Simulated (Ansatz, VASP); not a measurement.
# Two plane-wave programs on In3BiO3

```xyz
7
Lattice="4.0065 2.3131 2.6004 -4.0065 2.3131 2.6004 0.0000 -4.6263 2.6004" Properties=species:S:1:pos:R:3 pbc="T T T"
In    1.9541    1.1282    4.1003
In    0.0000   -2.2563    4.1003
In   -1.9541    1.1282    4.1003
Bi    0.0000    0.0000    7.5725
O     1.6675   -0.9627    3.6210
O     0.0000    1.9255    3.6210
O    -1.6675   -0.9627    3.6210
```

Alike in both runs: functional PBE; k mesh 6 × 6 × 6; no spin polarisation.

Ansatz relaxed the structure, and its values are those at the end. VASP's run is a single point on that final structure, the one shown.

```csv
,VASP,Ansatz
version,VASP 6.6.1,Ansatz 0.2.0
potentials or method,"VASP PAW PBE potentials, release 64 (In_d, Bi_d, O), cutoff 520 eV","scalar-relativistic, plane waves, PAW"
occupations,"gaussian, width 0.01 eV",fixed
valence electrons in the cell,72,72
```

|  | VASP | Ansatz | Ansatz less VASP |
| --- | --- | --- | --- |
| gap on the k mesh at the Fermi level (eV) | 0.36 | 0.37 | +0.007 |
| least direct gap on the mesh (eV) | 0.36 | 0.37 | +0.007 |
| pressure (GPa) | 0.1 | 0.0 | -0.15 |
| rms of the force components (eV/Å) | 0.018 | 0.000 | -0.0176 |

Neither program's run includes spin-orbit coupling.
